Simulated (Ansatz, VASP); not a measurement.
## BaCu3: VASP beside Ansatz

```
CELL_PARAMETERS angstrom
4.45081 0.00000 0.00000
0.00000 4.45081 0.00000
0.00000 0.00000 4.45081
ATOMIC_POSITIONS crystal
Ba 0.00000 0.00000 0.00000
Cu 0.00000 0.50000 0.50000
Cu 0.50000 0.00000 0.50000
Cu 0.50000 0.50000 0.00000
```

Alike in both runs: functional PBE; k mesh 10 × 10 × 10; occupations gaussian, width 0.1 eV; no spin polarisation.

Ansatz relaxed the structure, and its values are those at the end. VASP's run is a single point on that final structure, the one shown.

|  | VASP | Ansatz |
| --- | --- | --- |
| version | VASP 6.6.1 | Ansatz 0.2.0 |
| potentials or method | VASP PAW PBE potentials, release 64 (Ba_sv, Cu), cutoff 520 eV | scalar-relativistic, plane waves, PAW |
| valence electrons in the cell | 43 | 67 |

```csv
,VASP,Ansatz,Ansatz less VASP
gap on the k mesh at the Fermi level (eV),none,none,-
pressure (GPa),0.7,0.0,-0.68
```

A gap of «none» marks a metal or a gap that the smearing closes. The functional is the same, so the differences come from potentials, cutoffs and numerics. VASP's potentials hold 43 valence electrons a cell and Ansatz's 67, so a difference there can come from the potentials and not from the codes.

Spin-orbit coupling is off throughout.
